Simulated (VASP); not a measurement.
Here is a VASP 6.6.1 calculation.

INCAR

```
  PREC = Accurate
  ENCUT = 520
  EDIFF = 1E-6
  ISMEAR = 0
  SIGMA = 0.1
  LREAL = F
  LASPH = T
  NELM = 80
  ALGO = Normal
  ISIF = 2
  LWAVE = F
  LCHARG = F
  GGA = PE
  NBANDS = 19
```

The input KPOINTS:

```
regular mesh
0
Gamma
  12 12 4
```

Contents of POSCAR:

```
Al3B2Sb
1.0
    2.6324961889     -1.5190817182      0.0241334435
    2.6324961889      1.5190817182      0.0241334435
   -1.8709453090      0.0000000000     10.7525428177
Al B Sb
3 2 1
Direct
    0.9505469117      0.9505469117      0.8604214046
    0.0547230473      0.0547230473      0.1672809973
    0.4555077761      0.4555077761      0.3677890041
    0.6700371183      0.6700371183      0.0161264593
    0.3321904770      0.3321904770      0.0029536318
    0.5434496147      0.5434496147      0.6354285028
```

Potentials or basis: VASP PAW PBE potentials, release 64 (Al, B, Sb).

Run with:

```bash
$ cat potpaw_PBE.64/Al/POTCAR potpaw_PBE.64/B/POTCAR potpaw_PBE.64/Sb/POTCAR > POTCAR
$ mpirun -np 1 vasp_std > vasp.out
```

**Question.** Predict the band gap on the k mesh.

**Answer.** Zero (band 10 reaches 12.68 eV, above the bottom of band 11 at 7.21 eV).

**Question.** Estimate the pressure.

**Answer.** 3.0 GPa.

**Question.** Estimate the largest force.

**Answer.** 0.017 eV/Å.

Forces on the atoms (eV/Å):
```
Al   0.005  0.000  0.016
Al  -0.002  0.000 -0.011
Al   0.000  0.000 -0.005
B   -0.003  0.000  0.008
B    0.002  0.000 -0.002
Sb  -0.001  0.000 -0.007
```

Caveat: spin-orbit coupling is left out, which moves the levels of the heavy elements.
